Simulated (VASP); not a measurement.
## Cu12O: single point with PBE

Slab: Cu12O, a slab with vacuum.

```
CELL_PARAMETERS angstrom
5.13195 0.00000 0.00000
0.00000 5.13195 0.00000
0.00000 0.00000 19.02793
ATOMIC_POSITIONS crystal
Cu 0.25000 0.25000 0.21022
Cu 0.25000 0.75000 0.21022
Cu 0.75000 0.25000 0.21022
Cu 0.75000 0.75000 0.21022
Cu 0.00000 0.00000 0.30292
Cu 0.00000 0.50000 0.30292
Cu 0.50000 0.00000 0.30292
Cu 0.50000 0.50000 0.30292
Cu 0.25000 0.25000 0.39563
Cu 0.25000 0.75000 0.39563
Cu 0.75000 0.25000 0.39563
Cu 0.75000 0.75000 0.39563
O 0.25000 0.50000 0.46303
```

| Item | Value |
| --- | --- |
| Program | VASP 6.6.1 |
| Task | single point |
| Functional | PBE |
| Potentials or basis | VASP PAW PBE potentials, release 64 (Cu, O) |
| Cutoff | 520 eV |
| k mesh | 5 × 5 × 1 |
| Occupations | gaussian, width 0.1 eV |
| Spin | no spin polarisation |
| Dipole correction | yes |
| Further INCAR settings | ALGO = Normal; EDIFF = 1e-06; NBANDS = 81 |

The largest force is 0.736 eV/Å and the band gap on the k mesh is zero (band 69 reaches -0.84 eV, above the bottom of band 70 at -1.48 eV).

Forces on the atoms (eV/Å):
```
Cu   0.000  0.007 -0.057
Cu   0.000 -0.007 -0.057
Cu   0.000 -0.043 -0.020
Cu   0.000  0.043 -0.020
Cu   0.091  0.000 -0.005
Cu  -0.163  0.000 -0.253
Cu  -0.091  0.000 -0.005
Cu   0.163  0.000 -0.253
Cu   0.000 -0.675  0.293
Cu   0.000  0.675  0.293
Cu   0.000 -0.090 -0.037
Cu   0.000  0.090 -0.037
O    0.000  0.000  0.158
```

Levels at points of the mesh, in eV from the Fermi level:
| k point | band 66 | band 67 | band 68 | band 69 | band 70 | band 71 | band 72 | band 73 |
| --- | --- | --- | --- | --- | --- | --- | --- | --- |
| (0.00, 0.00, 0.00) | -0.66 | -0.55 | -0.27 | -0.26 | -0.09 | -0.09 | 0.92 | 1.08 |

Run time: 24 min on 1 thread of Oxide Virtual Turin-like Processor (shared host), peak memory 0.62 GiB.

With open d or f shells a metallic result of PBE can be an artefact of self-interaction; +U or a hybrid may open a gap.
